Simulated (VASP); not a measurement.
Runs of VASP 6.6.1 on BaZrO3. The structure is that of space group P4/mmm (No. 123), or close to it. The cells are those of the table. 

```csv
potentials or basis,cell,cutoff (eV),gap on the mesh (eV),pressure (GPa)
"VASP PAW LDA potentials, release 64 (Ba_sv, Zr_sv, O)","a = 4.147, b = 4.490 Å, 5 atoms",520,2.80,-9.1
"VASP PAW LDA potentials, release 64 (Ba_sv, Zr_sv, O)","a = 4.490, b = 4.490, c = 4.147 Å, 5 atoms",520,2.57,-17.5
"VASP PAW LDA potentials, release 64 (Ba_sv, Zr_sv, O)","a = 3.691, b = 4.033, c = 4.147 Å, 5 atoms",520,(a),42.0
"VASP PAW LDA potentials, release 64 (Ba_sv, Zr_sv, O)","a = 3.691, b = 3.805, c = 4.147 Å, 5 atoms",520,2.26,63.7
"VASP PAW LDA potentials, release 64 (Ba_sv, Zr_sv, O_h)","a = 3.691, b = 4.147, c = 4.147 Å, 5 atoms",910,2.13,33.8
"VASP PAW LDA potentials, release 64 (Ba_sv, Zr_sv, O_h)","a = 3.691, b = 4.262, c = 4.147 Å, 5 atoms",910,2.11,27.3
"VASP PAW LDA potentials, release 64 (Ba_sv, Zr_sv, O)","a = 3.805, b = 4.033, c = 4.147 Å, 5 atoms",520,2.66,30.3
"VASP PAW LDA potentials, release 64 (Ba_sv, Zr_sv, O_h)","a = 3.805, b = 4.262, c = 4.147 Å, 5 atoms",910,(b),16.9
"VASP PAW LDA potentials, release 64 (Ba_sv, Zr_sv, O)","a = 3.805, b = 3.919, c = 4.147 Å, 5 atoms",520,2.72,39.2
"VASP PAW LDA potentials, release 64 (Ba_sv, Zr_sv, O_h)","a = 3.805, b = 4.376, c = 4.147 Å, 5 atoms",910,2.55,12.3
"VASP PAW LDA potentials, release 64 (Ba_sv, Zr_sv, O)","a = 4.604, b = 4.604, c = 4.147 Å, 5 atoms",520,2.41,-20.5
"VASP PAW LDA potentials, release 64 (Ba_sv, Zr_sv, O_h)","a = 3.919, b = 4.262, c = 4.147 Å, 5 atoms",910,2.89,8.6
```

Alike in all rows: task single point; level LDA; no spin polarisation; k mesh 6 × 6 × 6; smearing gaussian 0.05 eV.

Estimate the missing entries.

(a) 2.16; (b) 2.58.

Caveats: spin-orbit coupling is left out, which moves the levels of the heavy elements; the cell stands under pressure (at least some runs); the cutoff is under 1.25 times the usual one of these potentials, so pressure, stress and relaxed cells hold a basis-set (Pulay) error (at least some runs); the cell stands under tension (at least some runs).

A k mesh can miss the band edges, and the runs leave out spin-orbit coupling on Ba, Zr.
